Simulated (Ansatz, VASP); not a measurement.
# Two plane-wave programs on SnSe2

```
CELL_PARAMETERS angstrom
3.83898 0.00000 0.00000
-1.91949 3.32465 0.00000
0.00000 0.00000 6.02781
ATOMIC_POSITIONS crystal
Sn 0.00000 0.00000 0.00000
Se 0.33333 0.66667 0.26450
Se 0.66667 0.33333 0.73550
```

Alike in both runs: functional PBE; dispersion D3(BJ); k mesh 6 × 6 × 4; occupations gaussian, width 0.1 eV; no spin polarisation.

Ansatz relaxed the structure, and its values are those at the end. VASP's run is a single point on that final structure, the one shown.

|  | VASP | Ansatz |
| --- | --- | --- |
| version | VASP 6.6.1 | Ansatz 0.2.0 |
| potentials or method | VASP PAW PBE potentials, release 64 (Sn_d, Se), cutoff 520 eV | scalar-relativistic, plane waves, PAW |
| valence electrons in the cell | 26 | 46 |

|  | VASP | Ansatz | Ansatz less VASP |
| --- | --- | --- | --- |
| gap on the k mesh at the Fermi level (eV) | 0.65 | 0.65 | +0.006 |
| least direct gap on the mesh (eV) | 0.84 | 0.85 | +0.011 |
| pressure (GPa) | 0.1 | 0.0 | -0.07 |
| rms of the force components (eV/Å) | 0.001 | 0.006 | +0.0046 |

VASP's potentials hold 26 valence electrons a cell and Ansatz's 46, so a difference there can come from the potentials and not from the codes.
